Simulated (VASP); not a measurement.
## MgO: single point with PBEsol

MgO:

```
Mg O
1.0
     3.30347    0.00000    0.00000
    -1.65173    2.86089    0.00000
     0.00000    0.00000    5.01939
Mg O
2 2
Direct
  0.33963 0.67925 0.00366
  0.66037 0.32075 0.50366
  0.32750 0.65499 0.40094
  0.67250 0.34501 0.90094
```

This cell differs from its parent crystal: mode 4 frozen in at -0.000 Å and mode 5 at +0.036 Å (largest displacements).

- Program: VASP 6.6.1
- Task: single point
- Functional: PBEsol
- Potentials or basis: VASP PAW PBE potentials, release 64 (Mg, O)
- Cutoff: 520 eV
- k mesh: 9 × 9 × 6
- Occupations: gaussian, width 0.05 eV
- Spin: no spin polarisation

```yaml
Pressure: -0.3 GPa
Largest_force: 0.123 eV/Å
Band_gap_on_the_k_mesh: 3.35 eV, direct
```

Forces on the atoms (eV/Å):
```
Mg   0.000 -0.123  0.010
Mg   0.000  0.123  0.010
O    0.000  0.070 -0.010
O    0.000 -0.070 -0.010
```

Stress tensor (GPa, compression positive):
```
-0.36  0.00  0.00
 0.00 -0.38  0.00
 0.00  0.00 -0.28
```

Levels at points of the mesh, in eV from the valence-band top:
```
           k point  band 5  band 6  band 7  band 8  band 9  band 10  band 11  band 12
(0.00, 0.00, 0.00)   -0.72   -0.44   -0.38    0.00    3.35     8.38    10.15    13.91
(0.00, 0.00, 0.50)   -0.58   -0.58   -0.57   -0.57    5.85     5.85    13.01    13.01
```

It took 26 s on 1 thread of Intel(R) Xeon(R) 6975P-C (Granite Rapids) (shared host), peak memory 0.22 GiB.

Caveat: the cell differs from its parent crystal (mode 4 frozen in at -0.000 Å and mode 5 at +0.036 Å (largest displacements)); the PAW data sets were made with another functional, which shifts forces and pressure a little. A k mesh can miss the band edges.
